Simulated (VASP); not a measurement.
Input of a VASP 6.6.1 run:

File INCAR:

```
  ALGO = Normal
  EDIFF = 1E-6
  ENCUT = 970
  GGA = PS
  GGA_COMPAT = F
  ISIF = 2
  ISMEAR = -1
  LASPH = T
  LCHARG = F
  LREAL = F
  LWAVE = F
  NBANDS = 15
  NELM = 120
  PREC = Accurate
  SIGMA = 0.03
```

The input KPOINTS:

```
k-points
0
Gamma
  9 9 9
```

File POSCAR:

```
NaF
1.0
    0.0000000000      2.3200000000      2.3200000000
    2.3200000000      0.0000000000      2.3200000000
    2.3200000000      2.3200000000      0.0000000000
Na F
1 1
Direct
   -0.1050000000     -0.1050000000      0.1050000000
    0.6050000000      0.6050000000      0.3950000000
```

Potentials or basis: VASP PAW PBE potentials, release 64 (Na_sv, F).

Command:

```bash
$ cat potpaw_PBE.64/Na_sv/POTCAR potpaw_PBE.64/F/POTCAR > POTCAR
$ mpirun -np 1 vasp_std > vasp.out
```

(1) What does it give for the band gap on the k mesh?

(2) Estimate the pressure.

(3) Predict the largest force.

## Answers

(1) 4.15 eV.

(2) 95.4 GPa.

(3) 34.620 eV/Å.

Caveat: the cell differs from its parent crystal (shortest bond scaled by 0.58); atoms lie so close that the PAW spheres overlap strongly, which falsifies energies and pressures; the cell stands under pressure; the PAW data sets were made with another functional, which shifts forces and pressure a little; an odd mesh through Γ misses points on the zone boundary, where band edges can lie.
